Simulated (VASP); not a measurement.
Input of a VASP 6.6.1 run:

INCAR

```
SYSTEM = CO2
PREC = Accurate ; ENCUT = 520
EDIFF = 1E-6 ; ISMEAR = 0
SIGMA = 0.01 ; LREAL = .False.
LASPH = .True. ; NELM = 100
ALGO = Normal ; ISIF = 2
LWAVE = .False. ; LCHARG = .True.
GGA = PE ; LELF = .True.
LVHAR = .True. ; NBANDS = 25
```

The input KPOINTS:

```
regular mesh
0
Gamma
  6 6 4
  0 0 0
```

File POSCAR:

```
CO2
1.0
    2.6429049853     -2.3798751837      0.0000000000
    2.6429049853      2.3798751837      0.0000000000
    0.0000000000      0.0000000000      6.4270279489
C O
2 4
Direct
    0.0000000000      0.0000000000      0.0000000000
    0.5000000000      0.5000000000      0.5000000000
    0.8037318635      0.1962681365      0.8928652631
    0.1962681365      0.8037318635      0.1071347369
    0.6962681365      0.3037318635      0.3928652631
    0.3037318635      0.6962681365      0.6071347369
```

Potentials or basis: VASP PAW PBE potentials, release 64 (C, O).

The run is started by

```bash
$ cat potpaw_PBE.64/C/POTCAR potpaw_PBE.64/O/POTCAR > POTCAR
$ mpirun -np 1 vasp_std > vasp.out
```

Problem. Predict the band gap on the k mesh.

Solution. 6.68 eV, indirect (least direct gap 7.24 eV).

Problem. Predict the pressure.

Solution. 6.7 GPa.

Problem. Estimate the largest force.

Solution. 1.437 eV/Å.

Stress tensor (GPa, compression positive):
```
 2.33  0.00  0.00
 0.00 10.82  0.00
 0.00  0.00  6.88
```

Caveat: forces of over 1 eV/Å act on the atoms, so gaps and moduli don't describe the material at rest. A k mesh can miss the band edges.
